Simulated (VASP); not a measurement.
The system is Ag.

```
Ag
1.0
     2.88889    0.00000    0.00000
     1.44444    2.50185    0.00000
     1.44444    0.83395    2.35876
Ag
1
Cartesian
  0.0000 0.0000 0.0000
```

| Item | Value |
| --- | --- |
| Program | VASP 6.6.1 |
| Task | relaxation of volume and atoms at fixed shape |
| Functional | LDA |
| Potentials or basis | VASP PAW LDA potentials, release 64 (Ag) |
| Cutoff | 600 eV |
| k mesh | 18 × 18 × 18 |
| Occupations | methfessel-paxton, width 0.05 eV |
| Spin | no spin polarisation |

At the start: pressure -7.1 GPa; volume 17.05 Å³/atom.

**Question.** Where does the relaxation end?

**Answer.** Over 3 steps the energy falls by 24.0 meV/atom and the volume is 16.05 Å³/atom (-5.9 %); space group Fm-3m (No. 225, to 0.1 Å) before and after.

Step by step:
| step | energy change (eV) | largest force (eV/Å) | pressure (GPa) | volume (Å³) |
| --- | --- | --- | --- | --- |
| 1 | 0.0000 | 0.0000 | -7.14 | 17.05 |
| 2 | -0.0047 | 0.0000 | 8.21 | 15.24 |
| 3 | -0.0240 | 0.0000 | -0.06 | 16.05 |

Final structure:
```xyz
1
Lattice="2.8312 0.0000 0.0000 1.4156 2.4519 0.0000 1.4156 0.8173 2.3117" Properties=species:S:1:pos:R:3 pbc="T T T"
Ag    0.0000    0.0000    0.0000
```
